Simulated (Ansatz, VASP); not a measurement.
**NbCl in VASP and in Ansatz**

File INCAR:

```
PREC     = Accurate       # precision mode
ENCUT    = 600            # plane-wave cutoff, eV
EDIFF    = 1E-6           # SCF threshold, eV
ISMEAR   = 0              # smearing method
SIGMA    = 0.1            # smearing width, eV
LREAL    = False          # projectors in reciprocal space
LASPH    = True           # aspherical terms in the spheres
NELM     = 100            # most SCF steps
ALGO     = Normal         # electronic algorithm
ISIF     = 3              # what is computed and relaxed
LWAVE    = False          # write WAVECAR
LCHARG   = False          # write CHGCAR
GGA      = PE             # functional
IBRION   = 2              # ionic algorithm
NSW      = 90             # ionic steps
EDIFFG   = -0.04          # ionic threshold
```

KPOINTS

```
Automatic mesh
0
Gamma
  6 6 2
```

POSCAR

```
NbCl
1.0
    3.1774616080      0.0000000000      0.0000000000
    0.0000000000      3.0075339388      0.0000000000
    0.0000000000      0.0000000000      9.3903884777
Nb Cl
2 2
Direct
    0.7500000000      0.0000000000      0.6177838554
    0.2500000000      0.0000000000      0.3822161446
    0.7500000000      0.5000000000      0.2178872508
    0.2500000000      0.5000000000      0.7821127492
```

Input for Ansatz:

```yaml
crystal:
  lattice:
    - [3.177461608, 0.0, 0.0]
    - [0.0, 3.0075339388, 0.0]
    - [0.0, 0.0, 9.3903884777]
  atoms:
    - { symbol: Nb, position: [0.75, 0.0, 0.6177838554] }
    - { symbol: Nb, position: [0.25, 0.0, 0.3822161446] }
    - { symbol: Cl, position: [0.75, 0.5, 0.2178872508] }
    - { symbol: Cl, position: [0.25, 0.5, 0.7821127492] }
basis:
  ecutwfc: 420
kpoints:
  mp_grid: { grid: [6, 6, 2] }
hamiltonian:
  xc: pbe
scf:
  occupations: { method: gaussian, width: 0.1 }
  lower_state_search: "off"
output:
  forces: true
  stress: true
  eigenvalues: true
relax:
  adjacent_minimum: "off"
  f_tol: 0.04
  max_steps: 70
  cell: { stress_tol: 0.4 }
```

Alike in both runs: task relaxation of cell and atoms; functional PBE; k mesh 6 × 6 × 2; occupations gaussian, width 0.1 eV; no spin polarisation.

|  | VASP | Ansatz |
| --- | --- | --- |
| version | VASP 6.6.1 | Ansatz 0.2.0 |
| potentials or method | VASP PAW PBE potentials, release 64 (Nb_sv, Cl), cutoff 600 eV | scalar-relativistic, plane waves, PAW |
| valence electrons in the cell | 40 | 40 |

|  | VASP | Ansatz | Ansatz less VASP |
| --- | --- | --- | --- |
| gap on the k mesh at the Fermi level, each at its own relaxed structure (eV) | none | none | - |
| relaxed volume (Å³/atom) | 22.49 | 22.45 | -0.041 |
| relaxed length of the cell vector where the two differ most in proportion (Å) | 9.424 | 9.395 | -0.0293 |

A gap of «none» marks a metal or a gap that the smearing closes.
